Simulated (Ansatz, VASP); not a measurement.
## SnSe in VASP and in Ansatz

Contents of POSCAR:

```
SnSe
1.0
    5.1743088684      0.0000000000      0.0000000000
   -2.5871544342      4.4810829271      0.0000000000
    0.0000000000      0.0000000000      6.2947589515
Sn Se
2 2
Direct
    0.3333333333      0.6666666667     -0.0391356265
    0.6666666667      0.3333333333      0.4608643735
    0.3333333333      0.6666666667      0.4141356265
    0.6666666667      0.3333333333      0.9141356265
```

File INCAR.step1:

```
SYSTEM = SnSe
  PREC = Accurate
  ENCUT = 520
  ISMEAR = 0
  SIGMA = 0.01
  LREAL = .False.
  LASPH = .True.
  NELM = 80
  NBANDS = 28
  GGA = PE
  ALGO = Normal
  EDIFF = 1E-4
  LWAVE = .True.
  LCHARG = .False.
```

INCAR.step2

```
SYSTEM = SnSe
  PREC = Accurate
  ENCUT = 520
  EDIFF = 1E-7
  ISMEAR = 0
  SIGMA = 0.01
  LREAL = .False.
  LASPH = .True.
  NELM = 80
  ALGO = Normal
  ISIF = 2
  LWAVE = .False.
  LCHARG = .False.
  METAGGA = R2SCAN
  LMIXTAU = .True.
  NBANDS = 28
  ISTART = 1
```

The input KPOINTS:

```
Automatic mesh
0
Gamma
  6 6 4
  0 0 0
```

Input for Ansatz:

```yaml
crystal:
  lattice:
    - [5.1743088684, 0.0, 0.0]
    - [-2.5871544342, 4.4810829271, 0.0]
    - [0.0, 0.0, 6.2947589515]
  atoms:
    - { symbol: Sn, position: [0.3333333333, 0.6666666667, -0.0391356265] }
    - { symbol: Sn, position: [0.6666666667, 0.3333333333, 0.4608643735] }
    - { symbol: Se, position: [0.3333333333, 0.6666666667, 0.4141356265] }
    - { symbol: Se, position: [0.6666666667, 0.3333333333, 0.9141356265] }
kpoints:
  mp_grid: { grid: [6, 6, 4] }
hamiltonian:
  xc: r2scan
scf:
  occupations: { method: fixed }
  n_extra_bands: 5
output:
  forces: true
  stress: true
  eigenvalues: true
```

Alike in both runs: task single point; functional r2SCAN; k mesh 6 × 6 × 4; no spin polarisation.

|  | VASP | Ansatz |
| --- | --- | --- |
| version | VASP 6.6.1 | Ansatz 0.2.0 |
| potentials or method | VASP PAW PBE potentials, release 64 (Sn_d, Se) | plane waves, PAW |
| plane-wave cutoff (eV) | 520 | 500 |
| occupations | gaussian, width 0.01 eV | fixed |
| valence electrons in the cell | 40 | 60 |

```tsv
	VASP	Ansatz	Ansatz less VASP
gap on the k mesh at the Fermi level (eV)	1.13	1.13	-0.002
pressure (GPa)	-2.0	-2.0	+0.01
traceless stress, the component that is largest in VASP (GPa)	-0.13	-0.14	-0.015
rms of the force components (eV/Å)	0.076	0.080	+0.0039
```

VASP's potentials were made for PBE, not for r2SCAN. Atom by atom the forces differ by 0.004 eV/Å (rms over components). VASP's potentials hold 40 valence electrons a cell and Ansatz's 60, so a difference there can come from the potentials and not from the codes.
